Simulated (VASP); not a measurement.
# Sc (Fm-3m) in VASP: further runs

Runs on Sc. Level: r2SCAN. Tasks: single point.

Program: VASP 6.6.1. These are calculated values, not measurements. Logs are shortened: lines on timing, memory, paths and dates and some standing lists are left out, and cuts for length are marked.

### 1 The cell of the first run

It takes space group Fm-3m (No. 225, cubic). The conventional cell has a = 4.653 Å, b = 4.653 Å, c = 4.653 Å, α = 90.00°, β = 90.00°, γ = 90.00°. Sc (site symmetry m-3m) has 12 Sc at 3.29 Å within 4.3 Å.

This isn't the form of Sc at room conditions, which is hcp.

### 2 Single point, r2SCAN

POSCAR

```
Sc
1.0
    0.0000000000      2.3265189858      2.3265189858
    2.3265189858      0.0000000000      2.3265189858
    2.3265189858      2.3265189858      0.0000000000
Sc
1
Direct
    0.0000000000      0.0000000000      0.0000000000
```

INCAR.step1

```
ALGO = Normal
EDIFF = 1E-4
ENCUT = 520
GGA = PE
ISMEAR = -1
LASPH = True
LCHARG = False
LREAL = False
LWAVE = True
NBANDS = 12
NELM = 60
PREC = Accurate
SIGMA = 0.1
```

INCAR.step2

```
ALGO = Normal
EDIFF = 1E-6
ENCUT = 520
ISIF = 2
ISMEAR = -1
ISTART = 1
LASPH = True
LCHARG = False
LMIXTAU = True
LREAL = False
LWAVE = False
METAGGA = R2SCAN
NBANDS = 12
NELM = 60
PREC = Accurate
SIGMA = 0.1
```

KPOINTS

```
k-points
0
Gamma
  12 12 12
```

Potentials or basis: VASP PAW PBE potentials, release 64 (Sc_sv).

Launch:

```bash
$ cat potpaw_PBE.64/Sc_sv/POTCAR > POTCAR
$ cp INCAR.step1 INCAR
$ mpirun -np 1 vasp_std > vasp.out
$ cp INCAR.step2 INCAR
$ mpirun -np 1 vasp_std > vasp.out
```

OUTCAR:

```text
EDIFF = 1E-6
   ENCUT = 520
   ISIF = 2
   ISMEAR = -1
   ISTART = 1
   LASPH = True
   LREAL = False
   METAGGA = R2SCAN
   NELM = 60
   PREC = Accurate

 ion  position               nearest neighbor table
   1  0.000  0.000  0.000-

  LATTYP: Found a face centered cubic cell.
 ALAT       =     4.6530379716

  Lattice vectors:

 A1 = (   0.0000000000,   2.3265189858,   2.3265189858)
 A2 = (   2.3265189858,   0.0000000000,   2.3265189858)
 A3 = (   2.3265189858,   2.3265189858,   0.0000000000)

Analysis of symmetry for initial positions (statically):
=====================================================================
 Subroutine PRICEL returns:
 Original cell was already a primitive cell.

 Routine SETGRP: Setting up the symmetry group for a
 face centered cubic supercell.

 Subroutine GETGRP returns: Found 48 space group operations
 (whereof 48 operations were pure point group operations)
 out of a pool of 48 trial point group operations.

The static configuration has the point symmetry O_h .

Analysis of symmetry for dynamics (positions and initial velocities):
=====================================================================
 Subroutine PRICEL returns:
 Original cell was already a primitive cell.

 Routine SETGRP: Setting up the symmetry group for a
 face centered cubic supercell.

 Subroutine GETGRP returns: Found 48 space group operations
 (whereof 48 operations were pure point group operations)
 out of a pool of 48 trial point group operations.

The dynamic configuration has the point symmetry O_h .

 Subroutine INISYM returns: Found 48 space group operations
 (whereof 48 operations are pure point group operations),
 and found     1 'primitive' translations

----------------------------------------------------------------------------------------

                                     Primitive cell

  volume of cell :      25.1855

  direct lattice vectors                    reciprocal lattice vectors
     0.000000000  2.326518986  2.326518986    -0.214913355  0.214913355  0.214913355
     2.326518986  0.000000000  2.326518986     0.214913355 -0.214913355  0.214913355
     2.326518986  2.326518986  0.000000000     0.214913355  0.214913355 -0.214913355

  length of vectors
     3.290194703  3.290194703  3.290194703     0.372240850  0.372240850  0.372240850

  position of ions in fractional coordinates (direct lattice)
     0.000000000  0.000000000  0.000000000

  ion indices of the primitive-cell ions
   primitive index   ion index
                 1           1

[... 78 lines left out ...]
   ISYM   =      2    0-nonsym 1-usesym 2-fastsym
   POTIM  = 0.5000    time-step for ionic-motion
   TEBEG  =    0.0;   TEEND  =   0.0 temperature during run
   PSTRESS=    0.0 pullay stress
   NELECT =      11.0000    total number of electrons
   NUPDOWN=      -1.0000    fix difference up-down
   EMIN   =  10.00;   EMAX   =-10.00  energy-range for DOS
   EFERMI =   0.00;   METHOD = LEGACY
   ISMEAR =    -1;   SIGMA  =   0.10  broadening in eV -4-tet -1-fermi 0-gaus
   EFERMI_NEDOS =   21; number of points for ismear=-14 and -15
   IALGO  =     38    algorithm
   IMIX   =      4    mixing-type and parameters
     AMIX     =   0.40;   BMIX     =  1.00
     AMIX_MAG =   1.60;   BMIX_MAG =  1.00
  volume/ion in A,a.u.               =      25.19       169.96
  Fermi-wavevector in a.u.,A,eV,Ry     =   1.242098  2.347224 20.991163  1.542807
  Thomas-Fermi vector in A             =   2.376467
   LORBIT       =      0    0 simple, 1 ext, 2 COOP (PROOUT), +10 PAW based schemes
   METAGGA = R2SCAN    functional components
   LHFCALC =     F    Hartree Fock is set to
   AEXX    =    0.0000 exact exchange contribution
   IVDW    =     0    specifies the selected vdW correction
   LEPSILON=     F    determine dielectric tensor
   LRPA    =     F    only Hartree local field effects (RPA)
 non-spin polarized calculation
  energy-cutoff  :      520.00
  volume of cell :       25.19
 maximum number of plane-waves:       700
   NGX = 13   NGY = 13   NGZ = 13

 number of electron      11.0000003 magnetization

 Free energy of the ion-electron system (eV)
  ---------------------------------------------------
  ext. energy  EPLUGINS =         0.00000000
  ---------------------------------------------------
  free energy    TOTEN  =       -11.32933616 eV

  energy without entropy =      -11.26845323  energy(sigma->0) =      -11.29889469

 E-fermi :   3.6600     XC(G=0): -10.5207

 val. band max:        3.6559221651   @ k =  -0.4167   0.0833   0.0000
 cond. band min:       3.6619456519   @ k =   0.5000   0.0000   0.0000
 fundamental gap:      0.0060234868
 Fermi energy:         3.6599948009

 k-point     1 :       0.0000    0.0000    0.0000
  band No.  band energies     occupation
      1     -47.9608      2.00000
      2     -25.4054      2.00000
      3     -25.4054      2.00000
      4     -25.4053      2.00000
      5      -1.8784      2.00000
      6       5.4197      0.00000
      7       5.4198      0.00000
      8       5.4198      0.00000
      9       6.8436      0.00000
     10       6.8436      0.00000
     11      16.5247      0.00000
     12      20.1362      0.00000
[... 331 lines left out ...]
 k-point    24 :      -0.4167    0.1667    0.0000
  band No.  band energies     occupation
      1     -47.8988      2.00000
      2     -25.7519      2.00000
      3     -25.5243      2.00000
      4     -25.4689      2.00000
      5       2.3376      2.00000
      6       3.4388      1.80260
      7       4.8232      0.00002
      8       5.7177      0.00000
      9       7.5198      0.00000
     10       8.4074      0.00000
     11      10.6063      0.00000
     12      15.1719      0.00000

 [... further k-points ...]

------------------------ aborting loop because EDIFF is reached ----------------------------------------

  FORCE on cell =-STRESS in cart. coord.  units (eV):
  Direction    XX          YY          ZZ          XY          YZ          ZX
  --------------------------------------------------------------------------------------
  -------------------------------------------------------------------------------------
  Total        0.0216557      0.0216557      0.0216557     -0.0000000      0.0000000     -0.0000000
  in kB        1.3776282      1.3776282      1.3776282     -0.0000000      0.0000000     -0.0000000
  external PRESSURE =       1.3776282 kB  Pullay stress =       0.0000000 kB

 VOLUME and BASIS-vectors are now :
 -----------------------------------------------------------------------------
  energy-cutoff  :      520.00
  volume of cell :       25.19
      direct lattice vectors                 reciprocal lattice vectors
     0.000000000  2.326518986  2.326518986    -0.214913355  0.214913355  0.214913355
     2.326518986  0.000000000  2.326518986     0.214913355 -0.214913355  0.214913355
     2.326518986  2.326518986  0.000000000     0.214913355  0.214913355 -0.214913355

 POSITION                                       TOTAL-FORCE (eV/Angst)
 -----------------------------------------------------------------------------------
      0.00000      0.00000      0.00000         0.000000      0.000000      0.000000
 -----------------------------------------------------------------------------------
    total drift:                                0.000000      0.000000      0.000000

  FREE ENERGIE OF THE ION-ELECTRON SYSTEM (eV)
  ---------------------------------------------------
  free  energy   TOTEN  =       -11.3293361579 eV

  energy  without entropy=      -11.2684532282  energy(sigma->0) =      -11.29889469
```

OUTCAR.step1:

```text
EDIFF = 1E-4
   ENCUT = 520
   GGA = PE
   ISMEAR = -1
   LASPH = True
[... 574 lines left out ...]

 POSITION                                       TOTAL-FORCE (eV/Angst)
 -----------------------------------------------------------------------------------
      0.00000      0.00000      0.00000        -0.000000     -0.000000     -0.000000
 -----------------------------------------------------------------------------------
    total drift:                               -0.000000      0.000000      0.000000

  FREE ENERGIE OF THE ION-ELECTRON SYSTEM (eV)
  ---------------------------------------------------
  free  energy   TOTEN  =        -6.2327785694 eV

  energy  without entropy=       -6.1677830082  energy(sigma->0) =       -6.20028079
```

Run time: 24 s. Hardware: 1 thread of Intel Xeon 6975P-C (Granite Rapids), shared host; peak memory 0.15 GiB.

Results:

* Free energy: -11.3293 eV
* Pressure: 0.1 GPa
* Band gap on the k mesh: zero (an odd number of electrons rules out a gap without spin polarisation)

Levels at points of the mesh, in eV from the Fermi level:
```tsv
k point	band 3	band 4	band 5	band 6	band 7	band 8
(0.00, 0.00, 0.00)	-29.07	-29.07	-5.54	1.76	1.76	1.76
(0.50, 0.00, 0.00)	-29.12	-29.12	-1.81	0.00	1.65	1.65
(0.50, 0.50, 0.00)	-29.20	-29.20	-1.54	-0.56	1.79	4.07
```

Caveat: the PAW data sets were made with another functional, which shifts forces and pressure a little.

### 3 Single point, r2SCAN (22.16 Å³/atom)

This run uses another cell than the first one, of 22.16 Å³/atom.

POSCAR

```
Sc
1.0
    0.0000000000      2.2294658533      2.2294658533
    2.2294658533      0.0000000000      2.2294658533
    2.2294658533      2.2294658533      0.0000000000
Sc
1
Direct
    0.0000000000      0.0000000000      0.0000000000
```

INCAR.step1

```
SYSTEM = Sc
ALGO = Normal ; EDIFF = 1E-4
ENCUT = 520 ; GGA = PE
ISMEAR = -1 ; LASPH = .True.
LCHARG = .False. ; LREAL = .False.
LWAVE = .True. ; NBANDS = 12
NELM = 80 ; PREC = Accurate
SIGMA = 0.1
```

INCAR.step2

```
SYSTEM = Sc
ALGO = Normal ; EDIFF = 1E-6
ENCUT = 520 ; ISIF = 2
ISMEAR = -1 ; ISTART = 1
LASPH = .True. ; LCHARG = .True.
LELF = .True. ; LMIXTAU = .True.
LREAL = .False. ; LVHAR = .True.
LWAVE = .False. ; METAGGA = R2SCAN
NBANDS = 12 ; NELM = 80
PREC = Accurate ; SIGMA = 0.1
```

KPOINTS

```
k-points
0
Gamma
  13 13 13
  0 0 0
```

Potentials or basis: VASP PAW PBE potentials, release 64 (Sc_sv).

Launch:

```bash
$ cat potpaw_PBE.64/Sc_sv/POTCAR > POTCAR
$ cp INCAR.step1 INCAR
$ mpirun -np 1 vasp_std > vasp.out
$ cp INCAR.step2 INCAR
$ mpirun -np 1 vasp_std > vasp.out
```

Wall time 19 s (1 thread of Intel Xeon 6975P-C (Granite Rapids), shared host); peak memory 0.15 GiB.

Results (log left out):

- Free energy: -11.2552 eV
- Pressure: 8.3 GPa
- Band gap on the k mesh: zero (an odd number of electrons rules out a gap without spin polarisation)

Levels at points of the mesh, in eV from the Fermi level:
```tsv
k point	band 2	band 3	band 4	band 5	band 6	band 7	band 8	band 9
(0.00, 0.00, 0.00)	-28.62	-28.62	-28.62	-5.77	1.95	1.95	1.95	3.62
```

Caveat: the cell stands under pressure; the PAW data sets were made with another functional, which shifts forces and pressure a little.

### 4 Single point, r2SCAN (23.17 Å³/atom)

This run uses another cell than the first one, of 23.17 Å³/atom.

POSCAR

```
Sc
1.0
    0.0000000000      2.2627463696      2.2627463696
    2.2627463696      0.0000000000      2.2627463696
    2.2627463696      2.2627463696      0.0000000000
Sc
1
Direct
    0.0000000000      0.0000000000      0.0000000000
```

INCAR.step1

```
SYSTEM = Sc
PREC = Accurate
ENCUT = 520
ISMEAR = -1
SIGMA = 0.1
LREAL = .FALSE.
LASPH = .TRUE.
NELM = 80
NBANDS = 12
GGA = PE
ALGO = Normal
EDIFF = 1E-4
LWAVE = .TRUE.
LCHARG = .FALSE.
```

INCAR.step2

```
SYSTEM = Sc
PREC = Accurate
ENCUT = 520
EDIFF = 1E-6
ISMEAR = -1
SIGMA = 0.1
LREAL = .FALSE.
LASPH = .TRUE.
NELM = 80
ALGO = Normal
ISIF = 2
LWAVE = .FALSE.
LCHARG = .FALSE.
METAGGA = R2SCAN
LMIXTAU = .TRUE.
NBANDS = 12
ISTART = 1
```

KPOINTS

```
Automatic mesh
0
G
  13 13 13
  0 0 0
```

Launch:

```bash
$ cat potpaw_PBE.64/Sc_sv/POTCAR > POTCAR
$ cp INCAR.step1 INCAR
$ mpirun -np 1 vasp_std > vasp.out
$ cp INCAR.step2 INCAR
$ mpirun -np 1 vasp_std > vasp.out
```

Run time: 19 s. Hardware: 1 thread of Intel Xeon 6975P-C (Granite Rapids), shared host; peak memory 0.15 GiB.

The run converged. Its results:

```yaml
Free_energy: -11.2971 eV
Pressure: 5.2 GPa
Band_gap_on_the_k_mesh: zero (an odd number of electrons rules out a gap without spin polarisation)
```

Levels at points of the mesh, in eV from the Fermi level:
```
           k point  band 3  band 4  band 5  band 6  band 7  band 8
(0.00, 0.00, 0.00)  -28.77  -28.77   -5.69    1.88    1.88    1.88
```

Caveat: the cell stands under pressure; the PAW data sets were made with another functional, which shifts forces and pressure a little.

[end of part 1 of 2]
